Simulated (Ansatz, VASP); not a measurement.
# SnO2: VASP beside Ansatz

```
CELL_PARAMETERS angstrom
3.22769 0.00000 0.00000
-1.61384 2.79526 0.00000
0.00000 0.00000 5.48291
ATOMIC_POSITIONS crystal
Sn 0.00000 0.00000 0.00000
O 0.66667 0.33333 0.81553
O 0.33333 0.66667 0.18447
```

Alike in both runs: functional PBE; k mesh 12 × 12 × 6; occupations gaussian, width 0.02 eV; no spin polarisation.

Ansatz relaxed the structure, and its values are those at the end. VASP's run is a single point on that final structure, the one shown.

```csv
,VASP,Ansatz
version,VASP 6.6.1,Ansatz 0.2.0
potentials or method,"VASP PAW PBE potentials, release 64 (Sn_d, O), cutoff 520 eV","scalar-relativistic, plane waves, PAW"
valence electrons in the cell,26,26
```

|  | VASP | Ansatz | Ansatz less VASP |
| --- | --- | --- | --- |
| gap on the k mesh at the Fermi level (eV) | 2.28 | 2.30 | +0.023 |
| least direct gap on the mesh (eV) | 2.61 | 2.62 | +0.015 |
| pressure (GPa) | 0.5 | 0.1 | -0.48 |
| rms of the force components (eV/Å) | 0.025 | 0.002 | -0.0237 |
